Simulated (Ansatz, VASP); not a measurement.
**One calculation of Ta, two programs**

```
Ta
1.0
    -1.69168    1.69168    1.69168
     1.69168   -1.69168    1.69168
     1.69168    1.69168   -1.69168
Ta
1
Direct
  0.00000 0.00000 0.00000
```

Alike in both runs: task single point; functional r2SCAN; k mesh 14 × 14 × 14; no spin polarisation.

|  | VASP | Ansatz |
| --- | --- | --- |
| version | VASP 6.6.1 | Ansatz 0.2.0 |
| potentials or method | VASP PAW PBE potentials, release 64 (Ta_pv), cutoff 520 eV | PAW plane waves |
| occupations | fermi-dirac, width 0.1 eV | fermi-dirac |
| valence electrons in the cell | 11 | 13 |

VASP gave:

| Property | Result |
| --- | --- |
| pressure (GPa) | -12.0 |

Task: Which values does Ansatz return?

Result: Pressure (GPa): -12.5.

VASP's potentials were made for PBE, not for r2SCAN. VASP's potentials hold 11 valence electrons a cell and Ansatz's 13, so a difference there can come from the potentials and not from the codes.

Neither program's run includes spin-orbit coupling.
